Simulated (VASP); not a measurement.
# PbS (P-1) in VASP: further runs

PbS is run at these levels: PBE; tasks: single point.

Everything below comes from runs of VASP 6.6.1. Logs are shortened: lines on timing, memory, paths and dates and some standing lists are left out, and cuts for length are marked.

### Step 1. The cell of the first run

The typed cell holds 4 atoms: a = 6.277 Å, b = 6.410 Å, c = 4.281 Å, α = 87.57°, β = 91.20°, γ = 141.73°.

### Step 2. Single point, PBE

Input file INCAR:

```
  PREC = Accurate
  ENCUT = 520
  EDIFF = 1E-6
  ISMEAR = -1
  SIGMA = 0.02
  LREAL = False
  LASPH = True
  NELM = 60
  ALGO = Normal
  ISIF = 2
  LWAVE = False
  LCHARG = False
  GGA = PE
  NBANDS = 28
```

Input file KPOINTS:

```
regular mesh
0
Gamma
  6 6 6
```

Input file POSCAR:

```
PbS
1.0
    1.9800980500     -5.9566311167     -0.0651890667
    2.1798079500      6.0259628833      0.1345208333
    0.0713220167      0.0713220167      4.2793210000
Pb S
2 2
Direct
    0.8694370000      0.1305630000      0.7500000000
    0.1305630000      0.8694370000      0.2500000000
    0.6452030000      0.3547970000      0.7500000000
    0.3547970000      0.6452030000      0.2500000000
```

Potentials or basis: VASP PAW PBE potentials, release 64 (Pb_d, S).

Launch:

```bash
$ cat potpaw_PBE.64/Pb_d/POTCAR potpaw_PBE.64/S/POTCAR > POTCAR
$ mpirun -np 1 vasp_std > vasp.out
```

OUTCAR:

```text
PREC = Accurate
   ENCUT = 520
   EDIFF = 1E-6
   ISMEAR = -1
   LREAL = False
   LASPH = True
   NELM = 60
   ISIF = 2
   GGA = PE

 ion  position               nearest neighbor table
   1  0.869  0.131  0.750-   3 2.69   4 2.94   4 2.94   4 3.03   4 3.05   2 3.73   2 3.85   2 4.07
                             2 4.10   2 4.10
   2  0.131  0.869  0.250-   4 2.69   3 2.94   3 2.94   3 3.03   3 3.05   1 3.73   1 3.85   1 4.07
                             1 4.10   1 4.10
   3  0.645  0.355  0.750-   1 2.69   2 2.94   2 2.94   2 3.03   2 3.05
   4  0.355  0.645  0.250-   2 2.69   1 2.94   1 2.94   1 3.03   1 3.05

  LATTYP: Found a triclinic cell.
 ALAT       =     4.1610613690
 B/A-ratio  =     2.0443019348
 C/A-ratio  =     1.0287061775
 COS(alpha) =     0.0009818561
 COS(beta)  =     0.0335924486
 COS(gamma) =     0.7100803030

  Lattice vectors:

 A1 = (  -4.1599060000,  -0.0693317666,  -0.0693317666)
 A2 = (  -6.1400040500,   5.8872993501,  -0.0041426999)
 A3 = (  -0.0713220167,  -0.0713220167,  -4.2793210000)

Analysis of symmetry for initial positions (statically):
=====================================================================
 Subroutine PRICEL returns:
 Original cell was already a primitive cell.

 Routine SETGRP: Setting up the symmetry group for a
 triclinic supercell.

 Subroutine GETGRP returns: Found  2 space group operations
 (whereof  2 operations were pure point group operations)
 out of a pool of  2 trial point group operations.

The static configuration has the point symmetry S_2 .

Analysis of symmetry for dynamics (positions and initial velocities):
=====================================================================
 Subroutine PRICEL returns:
 Original cell was already a primitive cell.

 Routine SETGRP: Setting up the symmetry group for a
 triclinic supercell.

 Subroutine GETGRP returns: Found  2 space group operations
 (whereof  2 operations were pure point group operations)
 out of a pool of  2 trial point group operations.

The dynamic configuration has the point symmetry S_2 .

 Subroutine INISYM returns: Found  2 space group operations
 (whereof  2 operations are pure point group operations),
 and found     1 'primitive' translations

----------------------------------------------------------------------------------------

                                     Primitive cell

[... 82 lines left out ...]
   NGX,Y,Z   is equivalent  to a cutoff of  12.71, 12.45, 12.43 a.u.
   NGXF,Y,Z  is equivalent  to a cutoff of  25.42, 24.90, 24.86 a.u.
 SYSTEM =  unknown system
   PREC   = accura    normal or accurate (medium, high low for compatibility)
   ISTART =      0    job   : 0-new  1-cont  2-samecut
   ICHARG =      2    charge: 1-file 2-atom 10-const
   ISPIN  =      1    spin polarized calculation?
   LNONCOLLINEAR =      F non collinear calculations
   LSORBIT =      F    spin-orbit coupling
   LASPH  =      T    aspherical Exc in radial PAW
   ENCUT  =  520.0 eV  38.22 Ry    6.18 a.u.  11.67 11.92  7.96*2*pi/ulx,y,z
   NELM   =     60;   NELMIN=  2; NELMDL= -5     # of ELM steps
   EDIFF  = 0.1E-05   stopping-criterion for ELM
   LREAL  =      F    real-space projection
   EDIFFG = 0.1E-04   stopping-criterion for IOM
   NSW    =      0    number of steps for IOM
   IBRION =     -1    ionic relax: 0-MD 1-quasi-New 2-CG
   NFREE  =      0    steps in history (QN), initial steepest desc. (CG)
   ISIF   =      2    stress and relaxation
   ISYM   =      2    0-nonsym 1-usesym 2-fastsym
   POTIM  = 0.5000    time-step for ionic-motion
   TEBEG  =    0.0;   TEEND  =   0.0 temperature during run
   PSTRESS=    0.0 pullay stress
   NELECT =      40.0000    total number of electrons
   NUPDOWN=      -1.0000    fix difference up-down
   EMIN   =  10.00;   EMAX   =-10.00  energy-range for DOS
   EFERMI =   0.00;   METHOD = LEGACY
   ISMEAR =    -1;   SIGMA  =   0.02  broadening in eV -4-tet -1-fermi 0-gaus
   EFERMI_NEDOS =   21; number of points for ismear=-14 and -15
   IALGO  =     38    algorithm
   IMIX   =      4    mixing-type and parameters
     AMIX     =   0.40;   BMIX     =  1.00
     AMIX_MAG =   1.60;   BMIX_MAG =  1.00
  volume/ion in A,a.u.               =      26.64       179.79
  Fermi-wavevector in a.u.,A,eV,Ry     =   1.180922  2.231618 18.974359  1.394576
  Thomas-Fermi vector in A             =   2.317205
   LORBIT       =      0    0 simple, 1 ext, 2 COOP (PROOUT), +10 PAW based schemes
   GGA     = PE    functional components
[... 5 lines left out ...]
 non-spin polarized calculation
  energy-cutoff  :      520.00
  volume of cell :      106.57
 maximum number of plane-waves:      2892
 NGX is ok and might be reduce to    48
   NGX = 23   NGY = 23   NGZ = 15

 number of electron      40.0000006 magnetization

 Free energy of the ion-electron system (eV)
  ---------------------------------------------------
  ext. energy  EPLUGINS =         0.00000000
  ---------------------------------------------------
  free energy    TOTEN  =       -17.34490435 eV

  energy without entropy =      -17.34490435  energy(sigma->0) =      -17.34490435

 E-fermi :   5.3507     XC(G=0):  -9.5828

 val. band max:        4.8964338322   @ k =   0.5000   0.5000   0.3333
 cond. band min:       6.1238417594   @ k =   0.5000   0.5000  -0.0000
 fundamental gap:      1.2274079272
 Fermi energy:         5.3506511187

 k-point     1 :       0.0000    0.0000    0.0000
  band No.  band energies     occupation
      1     -11.4576      2.00000
      2     -11.3651      2.00000
      3     -11.3538      2.00000
      4     -11.3498      2.00000
      5     -11.3211      2.00000
      6     -11.3053      2.00000
[... 733 lines left out ...]
     27      12.3094      0.00000
     28      13.1660      0.00000

 [... further k-points ...]
[... 5 lines left out ...]
  --------------------------------------------------------------------------------------
  -------------------------------------------------------------------------------------
  Total        0.7087843      0.9094109      0.6853979     -0.2748880     -0.4299062     -1.2256739
  in kB       10.6562275     13.6725515     10.3046237     -4.1328074     -6.4634313    -18.4274116
  external PRESSURE =      11.5444676 kB  Pullay stress =       0.0000000 kB

 VOLUME and BASIS-vectors are now :
 -----------------------------------------------------------------------------
  energy-cutoff  :      520.00
  volume of cell :      106.57
      direct lattice vectors                 reciprocal lattice vectors
     1.980098050 -5.956631117 -0.065189067     0.241890332 -0.087442987 -0.002574122
     2.179807950  6.025962883  0.134520833     0.239152627  0.079557037 -0.005311828
     0.071322017  0.071322017  4.279321000    -0.003832946 -0.003832946  0.233809697

 POSITION                                       TOTAL-FORCE (eV/Angst)
 -----------------------------------------------------------------------------------
      2.05966     -4.33866      3.17038         0.045243     -0.078711      0.002528
      2.17156      4.47931      1.17828        -0.045243      0.078711     -0.002528
      2.10445     -1.65175      3.21516        -0.056595      0.104251     -0.080708
      2.12678      1.79240      1.13349         0.056595     -0.104251      0.080708
 -----------------------------------------------------------------------------------
    total drift:                               -0.000000     -0.000000      0.000000

  FREE ENERGIE OF THE ION-ELECTRON SYSTEM (eV)
  ---------------------------------------------------
  free  energy   TOTEN  =       -17.3449043534 eV

  energy  without entropy=      -17.3449043534  energy(sigma->0) =      -17.34490435
```

OSZICAR:

```text
N       E                     dE             d eps       ncg     rms          rms(c)
DAV:   1     0.421885954497E+03    0.42189E+03   -0.18881E+04  6272   0.154E+03
DAV:   2     0.300316321711E+02   -0.39185E+03   -0.37982E+03  6340   0.405E+02
DAV:   3    -0.161254943976E+02   -0.46157E+02   -0.45118E+02  8092   0.156E+02
DAV:   4    -0.182864378800E+02   -0.21609E+01   -0.21523E+01  7500   0.350E+01
DAV:   5    -0.183721801327E+02   -0.85742E-01   -0.85727E-01  8396   0.732E+00    0.657E+00
DAV:   6    -0.173306442414E+02    0.10415E+01   -0.25598E+00  8740   0.107E+01    0.428E+00
DAV:   7    -0.173423130696E+02   -0.11669E-01   -0.49455E-01  7060   0.296E+00    0.278E+00
DAV:   8    -0.173520131846E+02   -0.97001E-02   -0.87402E-02  8768   0.237E+00    0.103E+00
DAV:   9    -0.173444473293E+02    0.75659E-02   -0.27117E-02  8796   0.130E+00    0.129E-01
DAV:  10    -0.173448450755E+02   -0.39775E-03   -0.20625E-03  6904   0.216E-01    0.481E-02
DAV:  11    -0.173449067749E+02   -0.61699E-04   -0.13268E-04  9272   0.896E-02    0.230E-02
DAV:  12    -0.173449061383E+02    0.63658E-06   -0.20609E-05  8592   0.289E-02    0.185E-02
DAV:  13    -0.173449049165E+02    0.12218E-05   -0.38573E-06  6192   0.156E-02    0.976E-03
DAV:  14    -0.173449043534E+02    0.56307E-06   -0.90195E-07  3872   0.663E-03
   1 F= -.17344904E+02 E0= -.17344904E+02  d E =-.174293E-11
```

Run time: 2.4 min. Hardware: 1 thread of Intel Xeon 6975P-C (Granite Rapids), shared host; peak memory 0.44 GiB.

Results:

```
Free energy            : -17.3449 eV
Pressure               : 1.2 GPa
Largest force          : 0.143 eV/Å
Band gap on the k mesh : 1.23 eV, indirect (least direct gap 1.40 eV)
```

Forces in eV/Å, atoms in the order of the input:
```
Pb   0.045 -0.079  0.003
Pb  -0.045  0.079 -0.003
S   -0.057  0.104 -0.081
S    0.057 -0.104  0.081
```

Levels at points of the mesh, in eV from the valence-band top:
| k point | band 16 | band 17 | band 18 | band 19 | band 20 | band 21 | band 22 | band 23 | band 24 | band 25 |
| --- | --- | --- | --- | --- | --- | --- | --- | --- | --- | --- |
| (0.00, 0.00, 0.00) | -2.93 | -2.29 | -1.69 | -1.37 | -0.43 | 4.67 | 4.74 | 4.88 | 5.43 | 5.82 |
| (0.50, 0.00, 0.00) | -1.91 | -1.28 | -1.16 | -0.32 | -0.26 | 1.76 | 1.93 | 2.34 | 2.99 | 3.18 |
| (0.00, 0.50, 0.00) | -2.04 | -1.35 | -1.12 | -0.34 | -0.28 | 1.83 | 1.84 | 2.32 | 3.05 | 3.28 |
| (0.50, 0.50, 0.00) | -2.43 | -1.89 | -1.85 | -1.26 | -0.42 | 1.23 | 4.43 | 4.89 | 4.98 | 5.70 |
| (0.00, 0.00, 0.50) | -2.68 | -1.13 | -1.04 | -0.09 | -0.01 | 1.80 | 1.88 | 2.82 | 2.93 | 4.99 |
| (0.50, 0.00, 0.50) | -4.22 | -3.16 | -3.08 | -1.31 | -1.25 | 3.39 | 3.62 | 5.02 | 5.51 | 6.19 |
| (0.00, 0.50, 0.50) | -4.20 | -3.09 | -2.93 | -1.71 | -1.31 | 3.28 | 3.54 | 5.22 | 5.49 | 6.24 |
| (0.50, 0.50, 0.50) | -1.19 | -1.18 | -1.11 | -0.45 | -0.37 | 1.71 | 1.75 | 3.24 | 3.26 | 3.46 |

Caveat: spin-orbit coupling is left out, which moves the levels of the heavy elements.

### Step 3. Single point, PBE

Input file INCAR:

```
PREC = Accurate
ENCUT = 520
EDIFF = 1E-6
ISMEAR = -1
SIGMA = 0.02
LREAL = F
LASPH = T
NELM = 100
ALGO = Normal
ISIF = 2
LWAVE = F
LCHARG = F
GGA = PE
NBANDS = 28
```

KPOINTS is that of step 2.

Input file POSCAR:

```
PbS
1.0
    2.1798079500     -6.0259628833      0.0651890667
    1.9800980500      5.9566311167     -0.1345208333
   -0.0713220167     -0.0713220167      4.2793210000
Pb S
2 2
Direct
    0.8694370000      0.1305630000      0.7500000000
    0.1305630000      0.8694370000      0.2500000000
    0.6452030000      0.3547970000      0.7500000000
    0.3547970000      0.6452030000      0.2500000000
```

Potentials or basis: VASP PAW PBE potentials, release 64 (Pb_d, S).

Launch:

```bash
$ cat potpaw_PBE.64/Pb_d/POTCAR potpaw_PBE.64/S/POTCAR > POTCAR
$ mpirun -np 1 vasp_std > vasp.out
```

OUTCAR:

```text
PREC = Accurate
   ENCUT = 520
   EDIFF = 1E-6
   ISMEAR = -1
   LREAL = F
   LASPH = T
   NELM = 100
   ISIF = 2
   GGA = PE

 ion  position               nearest neighbor table
   1  0.869  0.131  0.750-   3 2.69   4 2.93   4 2.95   4 3.04   4 3.04   2 3.73   2 3.85   2 4.00

   2  0.131  0.869  0.250-   4 2.69   3 2.93   3 2.95   3 3.04   3 3.04   1 3.73   1 3.85   1 4.00

   3  0.645  0.355  0.750-   1 2.69   2 2.93   2 2.95   2 3.04   2 3.04
   4  0.355  0.645  0.250-   2 2.69   1 2.93   1 2.95   1 3.04   1 3.04

  LATTYP: Found a triclinic cell.
 ALAT       =     4.1610613690
 B/A-ratio  =     2.1135420733
 C/A-ratio  =     1.0287061775
 COS(alpha) =     0.0009339929
 COS(beta)  =     0.0330372015
 COS(gamma) =     0.7322218888

  Lattice vectors:

 A1 = (   4.1599060000,  -0.0693317666,  -0.0693317666)
 A2 = (   6.3397139500,  -6.0952946499,  -0.0041426999)
 A3 = (   0.0713220167,   0.0713220167,  -4.2793210000)

Analysis of symmetry for initial positions (statically):
=====================================================================
 Subroutine PRICEL returns:
 Original cell was already a primitive cell.

 Routine SETGRP: Setting up the symmetry group for a
 triclinic supercell.

 Subroutine GETGRP returns: Found  2 space group operations
 (whereof  2 operations were pure point group operations)
 out of a pool of  2 trial point group operations.

The static configuration has the point symmetry S_2 .

Analysis of symmetry for dynamics (positions and initial velocities):
=====================================================================
 Subroutine PRICEL returns:
 Original cell was already a primitive cell.

 Routine SETGRP: Setting up the symmetry group for a
 triclinic supercell.

 Subroutine GETGRP returns: Found  2 space group operations
[... 111 lines left out ...]
   IBRION =     -1    ionic relax: 0-MD 1-quasi-New 2-CG
   NFREE  =      0    steps in history (QN), initial steepest desc. (CG)
   ISIF   =      2    stress and relaxation
   ISYM   =      2    0-nonsym 1-usesym 2-fastsym
   POTIM  = 0.5000    time-step for ionic-motion
   TEBEG  =    0.0;   TEEND  =   0.0 temperature during run
   PSTRESS=    0.0 pullay stress
   NELECT =      40.0000    total number of electrons
   NUPDOWN=      -1.0000    fix difference up-down
   EMIN   =  10.00;   EMAX   =-10.00  energy-range for DOS
   EFERMI =   0.00;   METHOD = LEGACY
   ISMEAR =    -1;   SIGMA  =   0.02  broadening in eV -4-tet -1-fermi 0-gaus
   EFERMI_NEDOS =   21; number of points for ismear=-14 and -15
   IALGO  =     38    algorithm
   IMIX   =      4    mixing-type and parameters
     AMIX     =   0.40;   BMIX     =  1.00
     AMIX_MAG =   1.60;   BMIX_MAG =  1.00
  volume/ion in A,a.u.               =      26.64       179.78
  Fermi-wavevector in a.u.,A,eV,Ry     =   1.180929  2.231632 18.974593  1.394593
  Thomas-Fermi vector in A             =   2.317212
   LORBIT       =      0    0 simple, 1 ext, 2 COOP (PROOUT), +10 PAW based schemes
   GGA     = PE    functional components
[... 5 lines left out ...]
 non-spin polarized calculation
  energy-cutoff  :      520.00
  volume of cell :      106.56
 maximum number of plane-waves:      2886
   NGX = 23   NGY = 23   NGZ = 15

 number of electron      40.0000006 magnetization

 Free energy of the ion-electron system (eV)
  ---------------------------------------------------
  ext. energy  EPLUGINS =         0.00000000
  ---------------------------------------------------
  free energy    TOTEN  =       -17.34396193 eV

  energy without entropy =      -17.34396193  energy(sigma->0) =      -17.34396193

 E-fermi :   5.3366     XC(G=0):  -9.5829

 val. band max:        4.9226205714   @ k =   0.0000   0.0000   0.5000
 cond. band min:       6.1243635757   @ k =   0.5000   0.5000   0.0000
 fundamental gap:      1.2017430042
 Fermi energy:         5.3365625494

 k-point     1 :       0.0000    0.0000    0.0000
  band No.  band energies     occupation
      1     -11.4576      2.00000
      2     -11.3659      2.00000
      3     -11.3538      2.00000
      4     -11.3482      2.00000
      5     -11.3207      2.00000
      6     -11.3061      2.00000
[... 733 lines left out ...]
     27      12.3111      0.00000
     28      13.1531      0.00000

 [... further k-points ...]
[... 5 lines left out ...]
  --------------------------------------------------------------------------------------
  -------------------------------------------------------------------------------------
  Total        0.7047912      0.9180373      0.6817992      0.2748732      0.4325500      1.2417326
  in kB       10.5963898     13.8025008     10.2507089      4.1326609      6.5032993     18.6691916
  external PRESSURE =      11.5498665 kB  Pullay stress =       0.0000000 kB

 VOLUME and BASIS-vectors are now :
 -----------------------------------------------------------------------------
  energy-cutoff  :      520.00
  volume of cell :      106.56
      direct lattice vectors                 reciprocal lattice vectors
     2.179807950 -6.025962883  0.065189067     0.239110657 -0.079424849  0.002661430
     1.980098050  5.956631117 -0.134520833     0.241941218  0.087578271  0.005491991
    -0.071322017 -0.071322017  4.279321000     0.003962950  0.003962950  0.233814031

 POSITION                                       TOTAL-FORCE (eV/Angst)
 -----------------------------------------------------------------------------------
      2.10024     -4.51497      3.24861        -0.050793     -0.080439     -0.015373
      1.98834      4.37432      0.96138         0.050793      0.080439      0.015373
      2.05546     -1.82807      3.20382         0.066917      0.105791      0.085534
      2.03312      1.68741      1.00617        -0.066917     -0.105791     -0.085534
 -----------------------------------------------------------------------------------
    total drift:                               -0.000000     -0.000000      0.000000

  FREE ENERGIE OF THE ION-ELECTRON SYSTEM (eV)
  ---------------------------------------------------
  free  energy   TOTEN  =       -17.3439619315 eV

  energy  without entropy=      -17.3439619315  energy(sigma->0) =      -17.34396193
```

stdout:

```text
POSCAR found type information on POSCAR PbS
 POSCAR found :  2 types and       4 ions
 scaLAPACK will be used
 LDA part: xc-table for (Slater+PW92), standard interpolation
 POSCAR, INCAR and KPOINTS ok, starting setup
 FFT: planning ... GRIDC
 FFT: planning ... GRID_SOFT
 FFT: planning ... GRID
 WAVECAR not read
 entering main loop
```

It took 9.1 min on 1 thread of AMD EPYC 7R43 (Zen 3), shared host; peak memory 0.4 GiB.

Results:

| Item | Value |
| --- | --- |
| Free energy | -17.3440 eV |
| Pressure | 1.2 GPa |
| Largest force | 0.152 eV/Å |
| Band gap on the k mesh | 1.20 eV, indirect (least direct gap 1.41 eV) |

Forces on the atoms (eV/Å):
```
Pb  -0.051 -0.080 -0.015
Pb   0.051  0.080  0.015
S    0.067  0.106  0.086
S   -0.067 -0.106 -0.086
```

Caveat: spin-orbit coupling is left out, which moves the levels of the heavy elements.
